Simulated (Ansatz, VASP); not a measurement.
## SiC in VASP and in Ansatz

The input POSCAR:

```
SiC
1.0
    3.3212106082      0.0000000000      0.0000000000
   -1.6606053041      2.8762527580      0.0000000000
    0.0000000000      0.0000000000      4.6443135044
Si C
2 2
Direct
    0.3333333333      0.6666666667      0.0046028828
    0.6666666667      0.3333333333      0.5046028828
    0.3333333333      0.6666666667      0.3803971172
    0.6666666667      0.3333333333      0.8803971172
```

Contents of INCAR.step1:

```
PREC = Accurate ; ENCUT = 520
ISMEAR = 0 ; SIGMA = 0.05
LREAL = F ; LASPH = T
NELM = 80 ; NBANDS = 16
GGA = PE ; ALGO = Normal
EDIFF = 1E-4 ; LWAVE = T
LCHARG = F
```

Contents of INCAR.step2:

```
PREC = Accurate ; ENCUT = 520
EDIFF = 1E-6 ; ISMEAR = 0
SIGMA = 0.05 ; LREAL = F
LASPH = T ; NELM = 80
ALGO = Normal ; ISIF = 2
LWAVE = F ; LCHARG = F
METAGGA = R2SCAN ; LMIXTAU = T
NBANDS = 16 ; ISTART = 1
```

The input KPOINTS:

```
regular mesh
0
Gamma
  12 12 6
```

Input for Ansatz:

```yaml
crystal:
  lattice:
    - [3.3212106082, 0.0, 0.0]
    - [-1.6606053041, 2.876252758, 0.0]
    - [0.0, 0.0, 4.6443135044]
  atoms:
    - { symbol: Si, position: [0.3333333333, 0.6666666667, 0.0046028828] }
    - { symbol: Si, position: [0.6666666667, 0.3333333333, 0.5046028828] }
    - { symbol: C, position: [0.3333333333, 0.6666666667, 0.3803971172] }
    - { symbol: C, position: [0.6666666667, 0.3333333333, 0.8803971172] }
basis:
  ecutwfc: 500
kpoints:
  mp_grid: { grid: [12, 12, 6] }
hamiltonian:
  xc: r2scan
scf:
  occupations: { method: gaussian, width: 0.05 }
output:
  forces: true
  stress: true
  eigenvalues: true
```

Change from the starting cell: strain +0.080 along x and y, -0.080 along z, atoms carried along.

Alike in both runs: task single point; functional r2SCAN; k mesh 12 × 12 × 6; occupations gaussian, width 0.05 eV; no spin polarisation.

|  | VASP | Ansatz |
| --- | --- | --- |
| version | VASP 6.6.1 | Ansatz 0.2.0 |
| potentials or method | VASP PAW PBE potentials, release 64 (Si, C), cutoff 520 eV | scalar-relativistic, plane waves, PAW |
| valence electrons in the cell | 16 | 16 |

```csv
,VASP,Ansatz,Ansatz less VASP
gap on the k mesh at the Fermi level (eV),1.84,1.84,+0.007
least direct gap on the mesh (eV),2.31,2.32,+0.010
pressure (GPa),-7.3,-7.2,+0.14
"traceless stress, the component that is largest in VASP (GPa)",57.94,57.74,-0.199
rms of the force components (eV/Å),1.294,1.303,+0.0087
```

VASP's potentials were made for PBE, not for r2SCAN. Atom by atom the forces differ by 0.009 eV/Å (rms over components).
